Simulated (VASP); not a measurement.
Runs of VASP 6.6.1 on TiO2 (Rutile). The structure is that of space group P4_2/mnm (No. 136), or close to it. The cells are those of the table. 

```csv
task,level,cell,cutoff (eV),gap on the mesh (eV),pressure (GPa),largest force (eV/Å)
single point,r2SCAN,"a = 4.688, b = 4.688, c = 3.012 Å, 6 atoms",520,(a),-11.2,0.04
single point,r2SCAN,"a = 4.658, b = 4.658, c = 2.993 Å, 6 atoms",520,2.18,-7.6,0.04
relaxation of cell and atoms,PBE,"relaxed from a = 4.592, b = 4.592, c = 2.957 Å, 6 atoms",600,(b),0.1,-
single point,r2SCAN,"a = 4.628, b = 4.628, c = 2.974 Å, 6 atoms",520,(c),-3.5,0.03
single point,PBE,"a = 4.644, b = 4.644, c = 2.964 Å, 6 atoms",520,1.84,0.7,0.03
```

Alike in all rows: potentials or basis VASP PAW PBE potentials, release 64 (Ti_sv, O); no spin polarisation; k mesh 6 × 6 × 10; smearing fermi-dirac 0.02 eV.

Problem. Estimate the missing entries.

Solution. (a) 2.16; (b) 1.82; (c) 2.20.

Caveats: the PAW data sets were made with another functional, which shifts forces and pressure a little (some runs).

A k mesh can miss the band edges.
